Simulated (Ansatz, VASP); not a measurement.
One calculation of BaS, two programs

File INCAR:

```
PREC = Accurate ; ENCUT = 520
EDIFF = 1E-8 ; ISMEAR = -1
SIGMA = 0.02 ; LREAL = F
LASPH = T ; NELM = 100
ALGO = Normal ; ISIF = 2
LWAVE = F ; LCHARG = F
GGA = PS ; LEFG = T
NBANDS = 15
```

KPOINTS

```
Automatic mesh
0
Gamma
  8 8 8
```

The input POSCAR:

```
BaS
1.0
    0.0000000000      3.1937500000      3.1937500000
    3.1937500000      0.0000000000      3.1937500000
    3.1937500000      3.1937500000      0.0000000000
Ba S
1 1
Direct
    0.0000000000      0.0000000000      0.0000000000
    0.5000000000      0.5000000000      0.5000000000
```

Input for Ansatz:

```yaml
crystal:
  lattice:
    - [0.0, 3.19375, 3.19375]
    - [3.19375, 0.0, 3.19375]
    - [3.19375, 3.19375, 0.0]
  atoms:
    - { symbol: Ba, position: [0.0, 0.0, 0.0] }
    - { symbol: S, position: [0.5, 0.5, 0.5] }
kpoints:
  mp_grid: { grid: [8, 8, 8] }
  band_path:
    path:
      - [0.0, 0.0, 0.0]
      - [0.5, 0.0, 0.5]
      - [0.625, 0.25, 0.625]
      - [0.375, 0.375, 0.75]
      - [0.0, 0.0, 0.0]
      - [0.5, 0.5, 0.5]
      - [0.5, 0.25, 0.75]
      - [0.5, 0.0, 0.5]
    npoints: 5
scf:
  occupations: { method: fermi_dirac, width: 0.02 }
hamiltonian:
  xc: pbesol
  pseudopotentials: { kind: paw }
output:
  forces: true
  stress: true
  eigenvalues: true
  efg: { contact_densities: true }
```

Alike in both runs: task electric field gradients; functional PBEsol; k mesh 8 × 8 × 8; occupations fermi-dirac, width 0.02 eV; no spin polarisation.

|  | VASP | Ansatz |
| --- | --- | --- |
| version | VASP 6.6.1 | Ansatz 0.2.0 |
| potentials or method | VASP PAW PBE potentials, release 64 (Ba_sv, S) | PAW with Ansatz's default frozen-core files, scalar-relativistic |
| plane-wave cutoff (eV) | 520 | 420 |
| valence electrons in the cell | 16 | 16 |

|  | VASP | Ansatz | Ansatz less VASP |
| --- | --- | --- | --- |
| gap on the k mesh at the Fermi level (eV) | 1.98 | 2.08 | +0.098 |
| pressure (GPa) | -0.5 | -1.2 | -0.62 |

VASP's potentials were made for PBE, not for PBEsol.

Neither program's run includes spin-orbit coupling.
